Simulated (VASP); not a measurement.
Input of a VASP 6.6.1 run:

File INCAR:

```
SYSTEM = CuO
PREC     = Accurate       ! precision mode
ENCUT    = 520            ! plane-wave cutoff, eV
EDIFF    = 1E-7           ! SCF threshold, eV
ISMEAR   = -1             ! smearing method
SIGMA    = 0.05           ! smearing width, eV
LREAL    = .False.        ! projectors in reciprocal space
LASPH    = .True.         ! aspherical terms in the spheres
NELM     = 60             ! most SCF steps
ALGO     = Normal         ! electronic algorithm
ISIF     = 2              ! what is computed and relaxed
LWAVE    = .False.        ! write WAVECAR
LCHARG   = .True.         ! write CHGCAR
GGA      = PE             ! functional
LELF     = .True.         ! ELF
LVHAR    = .True.       
NBANDS   = 25             ! bands
```

File KPOINTS:

```
regular mesh
0
Gamma
  9 9 5
  0 0 0
```

POSCAR

```
CuO
1.0
    2.0682298165     -2.0761344925      0.0000000000
    2.0682298165      2.0761344925      0.0000000000
    0.0000000000      0.0000000000      5.1431407094
Cu O
2 2
Direct
    0.5000000000      0.0000000000      0.0000000000
    0.0000000000      0.5000000000      0.5000000000
    0.5000000000      0.5000000000      0.2500000000
    0.5000000000      0.5000000000      0.7500000000
```

Potentials or basis: VASP PAW PBE potentials, release 64 (Cu, O).

The run is started by

```bash
$ cat potpaw_PBE.64/Cu/POTCAR potpaw_PBE.64/O/POTCAR > POTCAR
$ mpirun -np 1 vasp_std > vasp.out
```

**Question.** Estimate the band gap on the k mesh.

**Answer.** Zero (band 17 reaches 5.60 eV, above the bottom of band 18 at 4.67 eV).

**Question.** Predict the pressure.

**Answer.** 2.7 GPa.

Stress tensor (GPa, compression positive):
```
2.57 0.00 0.00
0.00 2.53 0.00
0.00 0.00 2.97
```

Caveat: semilocal functionals often make such compounds metallic where correlation or magnetic order opens a gap, which also shifts bond lengths. With open d or f shells a metallic result of PBE can be an artefact of self-interaction; +U or a hybrid may open a gap.
